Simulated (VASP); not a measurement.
# CdTe (Cmcm) in VASP: further runs, part 3 of 3

VASP 6.6.1. Earlier steps stand in the parts before.

## (5) Electric field gradients, PBE (volume scaled by 1.04)

Contents of INCAR:

```
SYSTEM = CdTe
PREC = Accurate ; ENCUT = 520
EDIFF = 1E-8 ; ISMEAR = -1
SIGMA = 0.05 ; LREAL = .False.
LASPH = .True. ; NELM = 80
ALGO = Normal ; ISIF = 2
LWAVE = .False. ; LCHARG = .False.
GGA = PE ; LEFG = .True.
NBANDS = 26
```

Contents of KPOINTS:

```
regular mesh
0
Gamma
  9 9 6
  0 0 0
```

Contents of POSCAR:

```
CdTe
1.0
    3.1056284021     -3.1353322095      0.0000000000
    3.1056284021      3.1353322095      0.0000000000
    0.0000000000      0.0000000000      6.1708013492
Cd Te
2 2
Direct
    0.2770300000      0.7229700000      0.7500000000
    0.7229700000      0.2770300000      0.2500000000
    0.7661370000      0.2338630000      0.7500000000
    0.2338630000      0.7661370000      0.2500000000
```

Potentials or basis: VASP PAW PBE potentials, release 64 (Cd, Te).

Run with:

```
cat potpaw_PBE.64/Cd/POTCAR potpaw_PBE.64/Te/POTCAR > POTCAR
mpirun -np 1 vasp_std > vasp.out
```

OUTCAR:

```text
SYSTEM = CdTe
   PREC = Accurate
   ENCUT = 520
   EDIFF = 1E-8
   ISMEAR = -1
   LREAL = .False.
   LASPH = .True.
   NELM = 80
   ISIF = 2
   GGA = PE

 ion  position               nearest neighbor table
   1  0.277  0.723  0.750-   3 3.07   4 3.10   4 3.10   3 3.11   3 3.11   3 3.20
   2  0.723  0.277  0.250-   4 3.07   3 3.10   3 3.10   4 3.11   4 3.11   4 3.20
   3  0.766  0.234  0.750-   1 3.07   2 3.10   2 3.10   1 3.11   1 3.11   1 3.20
   4  0.234  0.766  0.250-   2 3.07   1 3.10   1 3.10   2 3.11   2 3.11   2 3.20

  LATTYP: Found a base centered orthorhombic cell.
 ALAT       =     6.2112568042
 B/A-ratio  =     1.0095645079
 C/A-ratio  =     0.9934867522

  Lattice vectors:

 A1 = (   3.1056284021,  -3.1353322095,   0.0000000000)
 A2 = (   3.1056284021,   3.1353322095,   0.0000000000)
 A3 = (   0.0000000000,   0.0000000000,   6.1708013492)

Analysis of symmetry for initial positions (statically):
=====================================================================
 Subroutine PRICEL returns:
 Original cell was already a primitive cell.
[... 902 lines left out ...]
      3.10563      1.39817      4.62810         0.000000      0.022913     -0.000000
      3.10563     -1.39817      1.54270         0.000000     -0.022913      0.000000
      3.10563     -1.66886      4.62810         0.000000      0.067056     -0.000000
      3.10563      1.66886      1.54270         0.000000     -0.067056     -0.000000
 -----------------------------------------------------------------------------------
    total drift:                               -0.000000     -0.000000      0.000000

  FREE ENERGIE OF THE ION-ELECTRON SYSTEM (eV)
  ---------------------------------------------------
  free  energy   TOTEN  =        -8.8679029742 eV

  energy  without entropy=       -8.8497523472  energy(sigma->0) =       -8.85882766

 Electric field gradients (V/A^2)
---------------------------------------------------------------------
 ion       V_xx      V_yy      V_zz      V_xy      V_xz      V_yz
---------------------------------------------------------------------
   1      -0.461     4.801    -4.340    -0.000     0.000    -0.000
   2      -0.461     4.801    -4.340     0.000    -0.000     0.000
   3       6.312    -9.370     3.058    -0.000    -0.000     0.000
   4       6.312    -9.370     3.058     0.000    -0.000    -0.000
---------------------------------------------------------------------

 Electric field gradients after diagonalization (V/A^2)
 (convention: |V_zz| > |V_xx| > |V_yy|)
----------------------------------------------------------------------
 ion       V_xx      V_yy      V_zz     asymmetry (V_yy - V_xx)/ V_zz
----------------------------------------------------------------------
   1      -4.340    -0.461     4.801       0.808
   2      -4.340    -0.461     4.801       0.808
   3       6.312     3.058    -9.370       0.347
   4       6.312     3.058    -9.370       0.347
----------------------------------------------------------------------

           NMR quadrupolar parameters

 Cq : quadrupolar parameter    Cq=e*Q*V_zz/h
 eta: asymmetry parameters     (V_yy - V_xx)/ V_zz
 Q  : nuclear electric quadrupole moment in mb (millibarn)
----------------------------------------------------------------------
 ion       Cq(MHz)       eta       Q (mb)
----------------------------------------------------------------------
   1       0.012       0.808       1.000
   2       0.012       0.808       1.000
   3      -0.023       0.347       1.000
   4      -0.023       0.347       1.000
----------------------------------------------------------------------
```

OSZICAR:

```text
N       E                     dE             d eps       ncg     rms          rms(c)
DAV:   1     0.220695219064E+03    0.22070E+03   -0.16406E+04  5200   0.123E+03
DAV:   2     0.115285869813E+01   -0.21954E+03   -0.21274E+03  5634   0.294E+02
DAV:   3    -0.928753637212E+01   -0.10440E+02   -0.10332E+02  6246   0.645E+01
DAV:   4    -0.940918294254E+01   -0.12165E+00   -0.12155E+00  6404   0.582E+00
[... 11 lines left out ...]
DAV:  16    -0.886790287022E+01   -0.63159E-07   -0.37971E-09  3076   0.306E-04    0.449E-03
DAV:  17    -0.886790304916E+01   -0.17895E-06   -0.89228E-08  5302   0.156E-03    0.159E-03
DAV:  18    -0.886790302741E+01    0.21751E-07   -0.83986E-09  2816   0.583E-04    0.113E-03
DAV:  19    -0.886790298169E+01    0.45726E-07   -0.23810E-09  2744   0.192E-04    0.107E-04
DAV:  20    -0.886790297425E+01    0.74397E-08   -0.35598E-10  2738   0.103E-04
   1 F= -.88679030E+01 E0= -.88588277E+01  d E =-.181506E-01
```

stdout:

```text
POSCAR found type information on POSCAR CdTe
 POSCAR found :  2 types and       4 ions
 scaLAPACK will be used
 LDA part: xc-table for (Slater+PW92), standard interpolation
 POSCAR, INCAR and KPOINTS ok, starting setup
 FFT: planning ... GRIDC
 FFT: planning ... GRID_SOFT
 FFT: planning ... GRID
 WAVECAR not read
 entering main loop
ion   1

ion   2

ion   3

ion   4
```

Run time: 6.2 min. Hardware: 1 thread of Intel Xeon Platinum 8259CL at 2.50GHz (Skylake/Cascade Lake), shared host; peak memory 0.44 GiB.

What came out:

```
Free energy            : -8.8679 eV
Pressure               : -1.7 GPa
Largest force          : 0.067 eV/Å
Band gap on the k mesh : zero (band 18 reaches 3.45 eV, above the bottom of band 19 at 2.34 eV)
```

Forces in eV/Å, atoms in the order of the input:
```
Cd   0.000  0.023  0.000
Cd   0.000 -0.023  0.000
Te   0.000  0.067  0.000
Te   0.000 -0.067  0.000
```

Electric field gradients, principal values (V/Å²):
```
atom   least  middle  greatest (by size)
1 Cd  -0.461  -4.340               4.801
2 Cd  -0.461  -4.340               4.801
3 Te   3.058   6.312              -9.370
4 Te   3.058   6.312              -9.370
```

Caveat: without QUAD_EFG the Cq values of the log hold for a quadrupole moment of 1 mb, not for the nuclei; spin-orbit coupling is left out, which moves the levels of the heavy elements.

## (6) Electric field gradients, PBE (volume scaled by 0.94)

Contents of INCAR:

```
SYSTEM = CdTe
ALGO = Normal
EDIFF = 1E-8
ENCUT = 520
GGA = PE
ISIF = 2
ISMEAR = -1
LASPH = .TRUE.
LCHARG = .FALSE.
LEFG = .TRUE.
LREAL = .FALSE.
LWAVE = .FALSE.
NBANDS = 26
NELM = 80
PREC = Accurate
SIGMA = 0.05
```

Contents of KPOINTS:

```
k-points
0
G
  9 9 6
  0 0 0
```

Contents of POSCAR:

```
CdTe
1.0
    3.0027164828     -3.0314359883      0.0000000000
    3.0027164828      3.0314359883      0.0000000000
    0.0000000000      0.0000000000      5.9663180922
Cd Te
2 2
Direct
    0.2770300000      0.7229700000      0.7500000000
    0.7229700000      0.2770300000      0.2500000000
    0.7661370000      0.2338630000      0.7500000000
    0.2338630000      0.7661370000      0.2500000000
```

Potentials or basis: VASP PAW PBE potentials, release 64 (Cd, Te).

Run with:

```
cat potpaw_PBE.64/Cd/POTCAR potpaw_PBE.64/Te/POTCAR > POTCAR
mpirun -np 1 vasp_std > vasp.out
```

OUTCAR:

```text
SYSTEM = CdTe
   EDIFF = 1E-8
   ENCUT = 520
   GGA = PE
   ISIF = 2
   ISMEAR = -1
   LASPH = .TRUE.
   LREAL = .FALSE.
   NELM = 80
   PREC = Accurate

 ion  position               nearest neighbor table
   1  0.277  0.723  0.750-   3 2.97   4 2.99   4 2.99   3 3.00   3 3.00   3 3.10
   2  0.723  0.277  0.250-   4 2.97   3 2.99   3 2.99   4 3.00   4 3.00   4 3.10
   3  0.766  0.234  0.750-   1 2.97   2 2.99   2 2.99   1 3.00   1 3.00   1 3.10
   4  0.234  0.766  0.250-   2 2.97   1 2.99   1 2.99   2 3.00   2 3.00   2 3.10

  LATTYP: Found a base centered orthorhombic cell.
 ALAT       =     6.0054329656
 B/A-ratio  =     1.0095645079
 C/A-ratio  =     0.9934867521

  Lattice vectors:

 A1 = (   3.0027164828,  -3.0314359883,   0.0000000000)
 A2 = (   3.0027164828,   3.0314359883,   0.0000000000)
 A3 = (   0.0000000000,   0.0000000000,   5.9663180922)

Analysis of symmetry for initial positions (statically):
=====================================================================
 Subroutine PRICEL returns:
 Original cell was already a primitive cell.
[... 901 lines left out ...]
      3.00272      1.35184      4.47474         0.000000      0.076074     -0.000000
      3.00272     -1.35184      1.49158         0.000000     -0.076074      0.000000
      3.00272     -1.61355      4.47474         0.000000     -0.037035      0.000000
      3.00272      1.61355      1.49158         0.000000      0.037035     -0.000000
 -----------------------------------------------------------------------------------
    total drift:                                0.000000      0.000000      0.000000

  FREE ENERGIE OF THE ION-ELECTRON SYSTEM (eV)
  ---------------------------------------------------
  free  energy   TOTEN  =        -8.8328271903 eV

  energy  without entropy=       -8.8163627266  energy(sigma->0) =       -8.82459496

 Electric field gradients (V/A^2)
---------------------------------------------------------------------
 ion       V_xx      V_yy      V_zz      V_xy      V_xz      V_yz
---------------------------------------------------------------------
   1      -0.425     5.643    -5.218    -0.000    -0.000     0.000
   2      -0.425     5.643    -5.218     0.000    -0.000     0.000
   3       7.957    -7.788    -0.168     0.000     0.000     0.000
   4       7.957    -7.788    -0.168    -0.000     0.000     0.000
---------------------------------------------------------------------

 Electric field gradients after diagonalization (V/A^2)
 (convention: |V_zz| > |V_xx| > |V_yy|)
----------------------------------------------------------------------
 ion       V_xx      V_yy      V_zz     asymmetry (V_yy - V_xx)/ V_zz
----------------------------------------------------------------------
   1      -5.218    -0.425     5.643       0.850
   2      -5.218    -0.425     5.643       0.850
   3      -7.788    -0.168     7.957       0.958
   4      -7.788    -0.168     7.957       0.958
----------------------------------------------------------------------

           NMR quadrupolar parameters

 Cq : quadrupolar parameter    Cq=e*Q*V_zz/h
 eta: asymmetry parameters     (V_yy - V_xx)/ V_zz
 Q  : nuclear electric quadrupole moment in mb (millibarn)
----------------------------------------------------------------------
 ion       Cq(MHz)       eta       Q (mb)
----------------------------------------------------------------------
   1       0.014       0.850       1.000
   2       0.014       0.850       1.000
   3       0.019       0.958       1.000
   4       0.019       0.958       1.000
----------------------------------------------------------------------
```

OSZICAR:

```text
N       E                     dE             d eps       ncg     rms          rms(c)
DAV:   1     0.227160617728E+03    0.22716E+03   -0.16697E+04  5200   0.125E+03
DAV:   2     0.985868348605E+00   -0.22617E+03   -0.21864E+03  5638   0.301E+02
DAV:   3    -0.922684248521E+01   -0.10213E+02   -0.10136E+02  6286   0.652E+01
DAV:   4    -0.933223015023E+01   -0.10539E+00   -0.10533E+00  6292   0.565E+00
DAV:   5    -0.933374110740E+01   -0.15110E-02   -0.15109E-02  6114   0.625E-01    0.865E+00
DAV:   6    -0.885447764497E+01    0.47926E+00   -0.94958E-01  5476   0.936E+00    0.702E+00
DAV:   7    -0.883370243204E+01    0.20775E-01   -0.28811E-01  5768   0.278E+00    0.230E+00
DAV:   8    -0.883276854995E+01    0.93388E-03   -0.24838E-02  5468   0.156E+00    0.685E-01
DAV:   9    -0.883285667192E+01   -0.88122E-04   -0.30727E-03  5808   0.485E-01    0.114E-01
DAV:  10    -0.883281503882E+01    0.41633E-04   -0.25958E-04  5656   0.169E-01    0.441E-02
DAV:  11    -0.883282828740E+01   -0.13249E-04   -0.78171E-05  6116   0.707E-02    0.244E-02
DAV:  12    -0.883282889629E+01   -0.60889E-06   -0.26317E-05  5486   0.492E-02    0.783E-03
DAV:  13    -0.883282720004E+01    0.16962E-05   -0.28956E-06  5482   0.166E-02    0.998E-03
DAV:  14    -0.883282719129E+01    0.87534E-08   -0.78674E-07  5928   0.560E-03    0.140E-03
DAV:  15    -0.883282732595E+01   -0.13466E-06   -0.86099E-08  6146   0.183E-03    0.293E-03
DAV:  16    -0.883282722334E+01    0.10261E-06   -0.77089E-09  3756   0.545E-04    0.840E-04
DAV:  17    -0.883282719307E+01    0.30270E-07   -0.24360E-09  2760   0.380E-04    0.231E-04
DAV:  18    -0.883282719026E+01    0.28072E-08   -0.51345E-10  2744   0.111E-04
   1 F= -.88328272E+01 E0= -.88245950E+01  d E =-.164645E-01
```

stdout:

```text
POSCAR found type information on POSCAR CdTe
 POSCAR found :  2 types and       4 ions
 scaLAPACK will be used
 LDA part: xc-table for (Slater+PW92), standard interpolation
 POSCAR, INCAR and KPOINTS ok, starting setup
 FFT: planning ... GRIDC
 FFT: planning ... GRID_SOFT
 FFT: planning ... GRID
 WAVECAR not read
 entering main loop
ion   1

ion   2

ion   3

ion   4
```

Run time: 3.8 min. Hardware: 1 thread of Oxide Virtual Turin-like, shared host; peak memory 0.35 GiB.

What came out:

```
Free energy            : -8.8328 eV
Pressure               : 3.2 GPa
Largest force          : 0.076 eV/Å
Band gap on the k mesh : zero (band 18 reaches 4.50 eV, above the bottom of band 19 at 3.27 eV)
```

Forces in eV/Å, atoms in the order of the input:
```
Cd   0.000  0.076  0.000
Cd   0.000 -0.076  0.000
Te   0.000 -0.037  0.000
Te   0.000  0.037  0.000
```

Stress tensor (GPa, compression positive):
```
3.08 0.00 0.00
0.00 2.93 0.00
0.00 0.00 3.59
```

Electric field gradients, principal values (V/Å²):
| atom | least | middle | greatest (by size) |
| --- | --- | --- | --- |
| 1 Cd | -0.425 | -5.218 | 5.643 |
| 2 Cd | -0.425 | -5.218 | 5.643 |
| 3 Te | -0.168 | -7.788 | 7.957 |
| 4 Te | -0.168 | -7.788 | 7.957 |

Caveat: without QUAD_EFG the Cq values of the log hold for a quadrupole moment of 1 mb, not for the nuclei; spin-orbit coupling is left out, which moves the levels of the heavy elements.

## (7) The runs side by side

```tsv
cell	gap on the mesh (eV)	pressure (GPa)	largest force (eV/Å)
a = 4.327, b = 4.327, c = 6.050 Å, angles 90.0, 90.0, 90.5°, 4 atoms	none	0.9	0.05
a = 4.370, b = 4.370, c = 6.111 Å, angles 90.0, 90.0, 90.5°, 4 atoms	none	-0.6	0.04
a = 4.413, b = 4.413, c = 6.171 Å, angles 90.0, 90.0, 90.5°, 4 atoms	none	-1.7	0.07
a = 4.267, b = 4.267, c = 5.966 Å, angles 90.0, 90.0, 90.5°, 4 atoms	none	3.2	0.08
```

Alike in all rows: task electric field gradients; level PBE; potentials or basis VASP PAW PBE potentials, release 64 (Cd, Te); no spin polarisation; k mesh 9 × 9 × 6; cutoff (eV) 520; smearing fermi-dirac 0.05 eV.

Caveats: spin-orbit coupling is left out, which moves the levels of the heavy elements.

Absolute energies hang on the potentials; compare differences alone.
